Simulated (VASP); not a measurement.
Runs of VASP 6.6.1 on Cu4Ni. The structure is that of space group P6_3/mmc (No. 194), or close to it. The cells are those of the table. 

| cell | k mesh | smearing | gap on the mesh (eV) | pressure (GPa) | largest force (eV/Å) |
| --- | --- | --- | --- | --- | --- |
| a = 2.537, b = 2.537, c = 21.000 Å, angles 90.0, 90.0, 120.0°, 10 atoms | 12 × 12 × 1 | gaussian 0.2 eV | none | 0.6 | 0.01 |
| a = 2.539, b = 2.539, c = 20.970 Å, angles 90.0, 90.0, 120.0°, 10 atoms | 6 × 6 × 1 | gaussian 0.1 eV | none | (a) | 0.03 |
| a = 2.539, b = 2.539, c = 20.970 Å, angles 90.0, 90.0, 120.0°, 10 atoms | 18 × 18 × 2 | gaussian 0.1 eV | none | 0.5 | 0.01 |
| a = 2.539, b = 2.539, c = 20.970 Å, angles 90.0, 90.0, 120.0°, 10 atoms | 12 × 12 × 1 | gaussian 0.2 eV | none | 0.6 | 0.01 |

Alike in all rows: task single point; level PBE; potentials or basis VASP PAW PBE potentials, release 64 (Cu, Ni); no spin polarisation; cutoff (eV) 520.

**Question.** Estimate the missing entries.

**Answer.** (a) 1.0.

Caveats: some runs use coarse meshes.

A gap of «none» marks levels without a gap at the run's occupations.
